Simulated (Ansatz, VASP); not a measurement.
**One calculation of Ca2Al2O, two programs**

Contents of INCAR:

```
SYSTEM = Ca2Al2O
PREC = Accurate
ENCUT = 600
EDIFF = 1E-6
ISMEAR = 0
SIGMA = 0.1
LREAL = .FALSE.
LASPH = .TRUE.
NELM = 100
ALGO = Fast
ISIF = 3
LWAVE = .FALSE.
LCHARG = .FALSE.
GGA = PE
IBRION = 2
NSW = 100
EDIFFG = -0.01
```

KPOINTS

```
regular mesh
0
G
  12 12 4
  0 0 0
```

The input POSCAR:

```
Ca2Al2O
1.0
    3.4635646347      0.0000000000      0.0000000000
   -1.7317823173      2.9995349613      0.0000000000
    0.0000000000      0.0000000000      9.6544688238
Ca Al O
2 2 1
Direct
    0.3333333333      0.6666666667      0.3567649288
    0.6666666667      0.3333333333      0.6432350712
    0.3333333333      0.6666666667      0.9008092735
    0.6666666667      0.3333333333      0.0991907265
    0.0000000000      0.0000000000      0.5000000000
```

Input for Ansatz:

```yaml
crystal:
  lattice:
    - [3.4635646347, 0.0, 0.0]
    - [-1.7317823173, 2.9995349613, 0.0]
    - [0.0, 0.0, 9.6544688238]
  atoms:
    - { symbol: Ca, position: [0.3333333333, 0.6666666667, 0.3567649288] }
    - { symbol: Ca, position: [0.6666666667, 0.3333333333, 0.6432350712] }
    - { symbol: Al, position: [0.3333333333, 0.6666666667, 0.9008092735] }
    - { symbol: Al, position: [0.6666666667, 0.3333333333, 0.0991907265] }
    - { symbol: O, position: [0.0, 0.0, 0.5] }
basis:
  ecutwfc: 420
kpoints:
  mp_grid: { grid: [12, 12, 4] }
hamiltonian:
  xc: pbe
scf:
  occupations: { method: gaussian, width: 0.1 }
output:
  forces: true
  stress: true
  eigenvalues: true
relax:
  adjacent_minimum: "off"
  f_tol: 0.01
  max_steps: 80
  cell: { stress_tol: 0.05 }
```

Change from the starting cell: species swapped into the Ce2SeO2 type (P-3m1, No. 164).

Alike in both runs: task relaxation of cell and atoms; functional PBE; k mesh 12 × 12 × 4; occupations gaussian, width 0.1 eV; no spin polarisation.

|  | VASP | Ansatz |
| --- | --- | --- |
| version | VASP 6.6.1 | Ansatz 0.2.0 |
| potentials or method | VASP PAW PBE potentials, release 64 (Ca_sv, Al, O), cutoff 600 eV | scalar-relativistic, plane waves, PAW |
| valence electrons in the cell | 32 | 32 |

```csv
,VASP,Ansatz,Ansatz less VASP
"gap on the k mesh at the Fermi level, each at its own relaxed structure (eV)",none,none,-
relaxed volume (Å³/atom),20.08,20.02,-0.052
relaxed length of the cell vector where the two differ most in proportion (Å),3.468,3.465,-0.0031
```

A gap of «none» marks a metal or a gap that the smearing closes.
